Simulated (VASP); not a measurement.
# Li4NbO4 (Cm) in VASP: further runs

The runs below take Li4NbO4 through single point, with PBEsol.

All numbers are computed with VASP 6.6.1; they aren't measurements. Logs are shortened: lines on timing, memory, paths and dates and some standing lists are left out, and cuts for length are marked.

**1. The cell of the first run**

Symmetry: Cm, No. 8, monoclinic system. Conventional cell: a = 10.782 Å, b = 3.260 Å, c = 7.624 Å, α = 90.00°, β = 135.00°, γ = 90.00°. Within 2.4 Å of Li (site symmetry m) lie 4 O at 1.85 to 2.30 Å. Li (site symmetry m) has 4 O at 1.92 to 2.04 Å and 2 Li at 2.51 Å within 2.6 Å. Within 2.6 Å of Li (site symmetry m) lie 4 O at 1.92 to 2.04 Å and 2 Li at 2.51 Å. Within 2.5 Å of Li (site symmetry m) lie 4 O at 1.92 to 2.04 Å. Within 2.6 Å of Nb (site symmetry m) lie 4 O at 1.94 Å. O (site symmetry m) has 4 Li at 1.92 to 2.04 Å and 1 Nb at 1.94 Å within 2.5 Å. Within 2.6 Å of O (site symmetry m) lie 1 Nb at 1.94 Å and 4 Li at 1.94 to 2.04 Å. Within 2.5 Å of O (site symmetry m) lie 4 Li at 1.92 to 2.30 Å and 1 Nb at 1.94 Å.

**2. Single point, PBEsol (atom 1 (Li) moved by -0.203 Å along [1 0 0] and -0.203 Å along [0 1 0])**

Contents of INCAR:

```
PREC     = Accurate       # precision mode
ENCUT    = 520            # plane-wave cutoff, eV
EDIFF    = 1E-7           # SCF threshold, eV
ISMEAR   = 0              # smearing method
SIGMA    = 0.05           # smearing width, eV
LREAL    = F              # projectors in reciprocal space
LASPH    = T              # aspherical terms in the spheres
NELM     = 100            # most SCF steps
ALGO     = Normal         # electronic algorithm
ISIF     = 2              # what is computed and relaxed
LWAVE    = F              # write WAVECAR
LCHARG   = F              # write CHGCAR
GGA      = PS             # functional
NBANDS   = 34             # bands
```

Contents of KPOINTS:

```
Automatic mesh
0
Gamma
  10 10 10
```

Contents of POSCAR:

```
Li4NbO4
1.0
   -3.8119495391      3.8119495391      1.6301049253
    3.8119495391     -3.8119495391      1.6301049253
    3.8119495391      3.8119495391     -1.6301049253
Li Nb O
4 1 4
Direct
    0.3607161967      0.1307668100      0.4914830067
    0.8426719780      0.3341549847      0.1768269627
    0.1573280220      0.6658450153      0.8231730373
    0.6658450153      0.8426719780      0.5085169933
    0.0000000000      0.0000000000      0.0000000000
    0.7589255465      0.0797104317      0.8386359782
    0.9202895683      0.7589255465      0.6792151148
    0.0797104317      0.2410744535      0.3207848852
    0.2410744535      0.9202895683      0.1613640218
```

Potentials or basis: VASP PAW PBE potentials, release 64 (Li_sv, Nb_sv, O).

Command:

```sh
$ cat potpaw_PBE.64/Li_sv/POTCAR potpaw_PBE.64/Nb_sv/POTCAR potpaw_PBE.64/O/POTCAR > POTCAR
$ mpirun -np 1 vasp_std > vasp.out
```

OUTCAR:

```text
PREC = Accurate
   ENCUT = 520
   EDIFF = 1E-7
   ISMEAR = 0
   LREAL = F
   LASPH = T
   NELM = 100
   ISIF = 2
   GGA = PS

 ion  position               nearest neighbor table
   1  0.361  0.131  0.491-   9 1.85   7 1.95   7 1.95
   2  0.843  0.334  0.177-   9 1.92   9 1.92   8 1.94   6 2.04   3 2.51   3 2.51   5 2.82
   3  0.157  0.666  0.823-   6 1.92   6 1.92   7 1.94   9 2.04   2 2.51   2 2.51   5 2.82
   4  0.666  0.843  0.509-   8 1.92   8 1.92   6 1.94   7 2.04   5 2.82
   5  0.000  0.000  0.000-   7 1.94   8 1.94   6 1.94   9 1.94   3 2.82   4 2.82   2 2.82
   6  0.759  0.080  0.839-   3 1.92   3 1.92   5 1.94   4 1.94   2 2.04
   7  0.920  0.759  0.679-   5 1.94   3 1.94   1 1.95   1 1.95   4 2.04
   8  0.080  0.241  0.321-   4 1.92   4 1.92   5 1.94   2 1.94
   9  0.241  0.920  0.161-   1 1.85   2 1.92   2 1.92   5 1.94   3 2.04

  LATTYP: Found a body centered tetragonal cell.
 ALAT       =     7.6238990782
 C/A-ratio  =     0.4276302476

  Lattice vectors:

 A1 = (  -3.8119495391,   3.8119495391,   1.6301049253)
 A2 = (   3.8119495391,  -3.8119495391,   1.6301049253)
 A3 = (   3.8119495391,   3.8119495391,  -1.6301049253)

Analysis of symmetry for initial positions (statically):
=====================================================================
 Subroutine PRICEL returns:
 Original cell was already a primitive cell.

 Routine SETGRP: Setting up the symmetry group for a
 body centered tetragonal supercell.

 Subroutine GETGRP returns: Found  2 space group operations
 (whereof  2 operations were pure point group operations)
 out of a pool of 16 trial point group operations.

The static configuration has the point symmetry C_1h.

Analysis of symmetry for dynamics (positions and initial velocities):
=====================================================================
 Subroutine PRICEL returns:
 Original cell was already a primitive cell.

 Routine SETGRP: Setting up the symmetry group for a
 body centered tetragonal supercell.

 Subroutine GETGRP returns: Found  2 space group operations
 (whereof  2 operations were pure point group operations)
 out of a pool of 16 trial point group operations.

The dynamic configuration has the point symmetry C_1h.

 Subroutine INISYM returns: Found  2 space group operations
 (whereof  2 operations are pure point group operations),
 and found     1 'primitive' translations

[... 111 lines left out ...]
   NSW    =      0    number of steps for IOM
   IBRION =     -1    ionic relax: 0-MD 1-quasi-New 2-CG
   NFREE  =      0    steps in history (QN), initial steepest desc. (CG)
   ISIF   =      2    stress and relaxation
   ISYM   =      2    0-nonsym 1-usesym 2-fastsym
   POTIM  = 0.5000    time-step for ionic-motion
   TEBEG  =    0.0;   TEEND  =   0.0 temperature during run
   PSTRESS=    0.0 pullay stress
   NELECT =      49.0000    total number of electrons
   NUPDOWN=      -1.0000    fix difference up-down
   EMIN   =  10.00;   EMAX   =-10.00  energy-range for DOS
   EFERMI =   0.00;   METHOD = LEGACY
   ISMEAR =     0;   SIGMA  =   0.05  broadening in eV -4-tet -1-fermi 0-gaus
   EFERMI_NEDOS =   21; number of points for ismear=-14 and -15
   IALGO  =     38    algorithm
   IMIX   =      4    mixing-type and parameters
     AMIX     =   0.40;   BMIX     =  1.00
     AMIX_MAG =   1.60;   BMIX_MAG =  1.00
  volume/ion in A,a.u.               =      10.53        71.04
  Fermi-wavevector in a.u.,A,eV,Ry     =   1.314065  2.483223 23.494096  1.726767
  Thomas-Fermi vector in A             =   2.444344
   LORBIT       =      0    0 simple, 1 ext, 2 COOP (PROOUT), +10 PAW based schemes
   GGA     = PS    functional components
   LHFCALC =     F    Hartree Fock is set to
   AEXX    =    0.0000 exact exchange contribution
   IVDW    =     0    specifies the selected vdW correction
   LEPSILON=     F    determine dielectric tensor
   LRPA    =     F    only Hartree local field effects (RPA)
 non-spin polarized calculation
 Gauss-broadening in eV      SIGMA  =   0.05
  energy-cutoff  :      520.00
  volume of cell :       94.75
 maximum number of plane-waves:      2570
 NGX is ok and might be reduce to    42
   NGX = 21   NGY = 21   NGZ = 21

 number of electron      48.9999999 magnetization

 Free energy of the ion-electron system (eV)
  ---------------------------------------------------
  ext. energy  EPLUGINS =         0.00000000
  ---------------------------------------------------
  free energy    TOTEN  =       -59.16253836 eV

  energy without entropy =      -59.16253836  energy(sigma->0) =      -59.16253836

 E-fermi :   3.5917     XC(G=0): -10.0220

 val. band max:        3.1872287708   @ k =  -0.1000  -0.1000   0.1000
 cond. band min:       4.4694197987   @ k =  -0.3000  -0.4000   0.3000
 fundamental gap:      1.2821910278
 Fermi energy:         3.5916875158

 k-point     1 :       0.0000    0.0000    0.0000
  band No.  band energies     occupation
      1     -51.8607      2.00000
      2     -39.9830      2.00000
      3     -39.8718      2.00000
      4     -39.8123      2.00000
      5     -39.6274      2.00000
      6     -28.1958      2.00000
[... 877 lines left out ...]
     33      12.0765      0.00000
     34      12.9165      0.00000

 [... further k-points ...]
[... 5 lines left out ...]
  --------------------------------------------------------------------------------------
  -------------------------------------------------------------------------------------
  Total       -0.3064759      0.0330989     -0.2344516      0.0662579      0.0000000      0.0000000
  in kB       -5.1824729      0.5596988     -3.9645512      1.1204131      0.0000000      0.0000000
  external PRESSURE =      -2.8624417 kB  Pullay stress =       0.0000000 kB

 VOLUME and BASIS-vectors are now :
 -----------------------------------------------------------------------------
  energy-cutoff  :      520.00
  volume of cell :       94.75
      direct lattice vectors                 reciprocal lattice vectors
    -3.811949539  3.811949539  1.630104925     0.000000000  0.131166479  0.306728722
     3.811949539 -3.811949539  1.630104925     0.131166479  0.000000000  0.306728722
     3.811949539  3.811949539 -1.630104925     0.131166479  0.131166479  0.000000000

 POSITION                                       TOTAL-FORCE (eV/Angst)
 -----------------------------------------------------------------------------------
      0.99695      2.75006     -0.00000         0.787920     -0.290680      0.000000
     -1.26439      2.61250      1.63010        -0.170166     -0.026365     -0.000000
      5.07634      1.19945      0.00000         0.049196      0.146459     -0.000000
      2.61250      1.26439      1.63010        -0.273530      0.214651     -0.000000
      0.00000      0.00000      0.00000         0.353765      0.046641     -0.000000
      0.60770      5.78597      0.00000         0.015357     -0.163171     -0.000000
      1.97402      3.20425      1.63010        -0.242253      0.205565      0.000000
      1.83793      0.60770      0.00000        -0.162654     -0.237497     -0.000000
      3.20425     -1.97402      1.63010        -0.357636      0.104397      0.000000
 -----------------------------------------------------------------------------------
    total drift:                                0.000346     -0.000039      0.000003

  FREE ENERGIE OF THE ION-ELECTRON SYSTEM (eV)
  ---------------------------------------------------
  free  energy   TOTEN  =       -59.1625383558 eV

  energy  without entropy=      -59.1625383558  energy(sigma->0) =      -59.16253836
```

It took 26 min on 1 thread of Oxide Virtual Turin-like, shared host; peak memory 0.77 GiB.

What came out:

```
Free energy            : -59.1625 eV
Largest force          : 0.840 eV/Å
Band gap on the k mesh : zero (an odd number of electrons rules out a gap without spin polarisation)
```

Forces in eV/Å, atoms in the order of the input:
```
Li   0.788 -0.291  0.000
Li  -0.170 -0.026  0.000
Li   0.049  0.146  0.000
Li  -0.274  0.215  0.000
Nb   0.354  0.047  0.000
O    0.015 -0.163  0.000
O   -0.242  0.206  0.000
O   -0.163 -0.237  0.000
O   -0.358  0.104  0.000
```

Caveat: the cell differs from its parent crystal (atom 1 (Li) moved by -0.203 Å along [1 0 0] and -0.203 Å along [0 1 0]); the cutoff is under 1.25 times the usual one of these potentials, so pressure, stress and relaxed cells hold a basis-set (Pulay) error; the PAW data sets were made with another functional, which shifts forces and pressure a little; an odd number of electrons without spin polarisation forces a metal; a magnetic or distorted state may lie lower.

**3. Single point, PBEsol (atom 1 (Li) moved by -0.608 Å along [1 0 0] and -0.203 Å along [0 1 0])**

Contents of INCAR:

```
PREC     = Accurate       # precision mode
ENCUT    = 520            # plane-wave cutoff, eV
EDIFF    = 1E-6           # SCF threshold, eV
ISMEAR   = 0              # smearing method
SIGMA    = 0.05           # smearing width, eV
LREAL    = False          # projectors in reciprocal space
LASPH    = True           # aspherical terms in the spheres
NELM     = 100            # most SCF steps
ALGO     = Normal         # electronic algorithm
ISIF     = 2              # what is computed and relaxed
LWAVE    = False          # write WAVECAR
LCHARG   = False          # write CHGCAR
GGA      = PS             # functional
NBANDS   = 34             # bands
```

Contents of KPOINTS:

```
regular mesh
0
Gamma
  10 10 10
```

POSCAR: that of step 2 with these lines changed.

```diff
@@ -8,3 +8,3 @@
 Direct
-    0.3607161967      0.1307668100      0.4914830067
+    0.3607161967      0.0776443859      0.4383605826
     0.8426719780      0.3341549847      0.1768269627
```

Potentials or basis: VASP PAW PBE potentials, release 64 (Li_sv, Nb_sv, O).

Command:

```sh
$ cat potpaw_PBE.64/Li_sv/POTCAR potpaw_PBE.64/Nb_sv/POTCAR potpaw_PBE.64/O/POTCAR > POTCAR
$ mpirun -np 1 vasp_std > vasp.out
```

It took 34 min on 1 thread of Oxide Virtual Turin-like, shared host; peak memory 0.77 GiB.

It converged, with:

- Free energy: -58.1177 eV
- Largest force: 5.637 eV/Å
- Band gap on the k mesh: zero (an odd number of electrons rules out a gap without spin polarisation)

Forces on the atoms (eV/Å):
```
Li   5.081  2.441  0.000
Li  -0.616 -0.118  0.000
Li   0.096  0.047  0.000
Li  -0.484  0.534  0.000
Nb  -0.093 -0.815  0.000
O    0.046 -0.138  0.000
O   -0.313  0.320  0.000
O   -0.052 -0.487  0.000
O   -3.665 -1.785  0.000
```

Levels at points of the mesh, in eV from the Fermi level:
```csv
k point,band 22,band 23,band 24,band 25,band 26,band 27,band 28,band 29
"(0.00, 0.00, 0.00)",-1.79,-1.74,-1.73,-1.56,2.83,3.09,3.26,3.73
"(0.50, 0.00, 0.00)",-2.05,-1.92,-1.88,1.71,2.02,3.46,4.31,5.02
"(0.50, 0.00, 0.50)",-2.23,-1.94,-1.85,1.78,1.95,3.49,4.31,4.95
"(0.50, 0.50, 0.00)",-1.98,-1.89,-1.69,-1.61,2.82,3.09,3.31,4.21
"(0.00, 0.00, 0.50)",-1.97,-1.95,-1.88,-1.85,2.81,3.10,3.34,4.17
"(0.50, 0.50, 0.50)",-2.04,-1.96,-1.89,-1.48,2.64,2.85,3.11,4.42
```

Caveat: the cell differs from its parent crystal (atom 1 (Li) moved by -0.608 Å along [1 0 0] and -0.203 Å along [0 1 0]); the cutoff is under 1.25 times the usual one of these potentials, so pressure, stress and relaxed cells hold a basis-set (Pulay) error; the PAW data sets were made with another functional, which shifts forces and pressure a little; an odd number of electrons without spin polarisation forces a metal; a magnetic or distorted state may lie lower.

**4. Single point, PBEsol (atom 1 (Li) moved by +0.405 Å along [1 0 0] and +0.405 Å along [0 1 0])**

Contents of INCAR:

```
SYSTEM = Li4NbO4
  PREC = Accurate
  ENCUT = 520
  EDIFF = 1E-6
  ISMEAR = 0
  SIGMA = 0.05
  LREAL = .FALSE.
  LASPH = .TRUE.
  NELM = 60
  ALGO = Normal
  ISIF = 2
  LWAVE = .FALSE.
  LCHARG = .TRUE.
  GGA = PS
  LELF = .TRUE.
  LVHAR = .TRUE.
  NBANDS = 34
```

Contents of KPOINTS:

```
Automatic mesh
0
G
  10 10 10
  0 0 0
```

POSCAR: that of step 3 with these lines changed.

```diff
@@ -8,3 +8,3 @@
 Direct
-    0.3607161967      0.0776443859      0.4383605826
+    0.2810325606      0.2104504461      0.4914830067
     0.8426719780      0.3341549847      0.1768269627
```

Command:

```sh
$ cat potpaw_PBE.64/Li_sv/POTCAR potpaw_PBE.64/Nb_sv/POTCAR potpaw_PBE.64/O/POTCAR > POTCAR
$ mpirun -np 1 vasp_std > vasp.out
```

Wall time 43 min (1 thread of Oxide Virtual Turin-like, shared host); peak memory 0.77 GiB.

It converged, with:

| Quantity | Value |
| --- | --- |
| Free energy | -58.2925 eV |
| Largest force | 4.975 eV/Å |
| Band gap on the k mesh | zero (an odd number of electrons rules out a gap without spin polarisation) |

Forces in eV/Å, atoms in the order of the input:
```
Li  -1.714  4.670  0.000
Li   0.292 -0.042  0.000
Li   0.011 -0.257  0.000
Li   0.634 -0.560  0.000
Nb  -1.246  0.210  0.000
O   -0.092  0.113  0.000
O    0.604 -0.587  0.000
O    1.141 -2.968  0.000
O    0.371 -0.579  0.000
```

Levels at points of the mesh, in eV from the Fermi level:
| k point | band 21 | band 22 | band 23 | band 24 | band 25 | band 26 | band 27 | band 28 | band 29 | band 30 |
| --- | --- | --- | --- | --- | --- | --- | --- | --- | --- | --- |
| (0.00, 0.00, 0.00) | -2.07 | -1.91 | -1.75 | -1.55 | -1.43 | 3.01 | 3.11 | 3.44 | 4.81 | 6.13 |
| (0.50, 0.00, 0.00) | -2.54 | -1.99 | -1.93 | -1.67 | 1.97 | 2.07 | 3.59 | 4.49 | 5.00 | 6.54 |
| (0.50, 0.00, 0.50) | -2.84 | -1.93 | -1.79 | -1.74 | 1.94 | 2.11 | 3.59 | 4.50 | 5.00 | 6.64 |
| (0.50, 0.50, 0.00) | -2.25 | -1.94 | -1.92 | -1.81 | -1.51 | 3.00 | 3.13 | 3.51 | 5.37 | 5.97 |
| (0.00, 0.00, 0.50) | -2.28 | -2.00 | -1.85 | -1.83 | -1.52 | 3.07 | 3.11 | 3.43 | 5.26 | 6.42 |
| (0.50, 0.50, 0.50) | -2.08 | -2.04 | -1.99 | -1.82 | -1.41 | 3.08 | 3.15 | 3.16 | 5.41 | 6.18 |

Caveat: the cell differs from its parent crystal (atom 1 (Li) moved by +0.405 Å along [1 0 0] and +0.405 Å along [0 1 0]); the cutoff is under 1.25 times the usual one of these potentials, so pressure, stress and relaxed cells hold a basis-set (Pulay) error; the PAW data sets were made with another functional, which shifts forces and pressure a little; an odd number of electrons without spin polarisation forces a metal; a magnetic or distorted state may lie lower.

**5. Summary**

```csv
cell,gap on the mesh (eV),largest force (eV/Å)
"as given, atomic positions A",none,0.84
"as given, atomic positions B",none,5.64
"as given, atomic positions C",none,4.98
```

Alike in all rows: task single point; level PBEsol; potentials or basis VASP PAW PBE potentials, release 64 (Li_sv, Nb_sv, O); no spin polarisation; k mesh 10 × 10 × 10; cutoff (eV) 520; smearing gaussian 0.05 eV.

Caveats: the cutoff is under 1.25 times the usual one of these potentials, so pressure, stress and relaxed cells hold a basis-set (Pulay) error; the PAW data sets were made with another functional, which shifts forces and pressure a little; an odd number of electrons without spin polarisation forces a metal; a magnetic or distorted state may lie lower.

Total energies depend on the potentials used, so only differences within one code and one set of settings carry meaning.
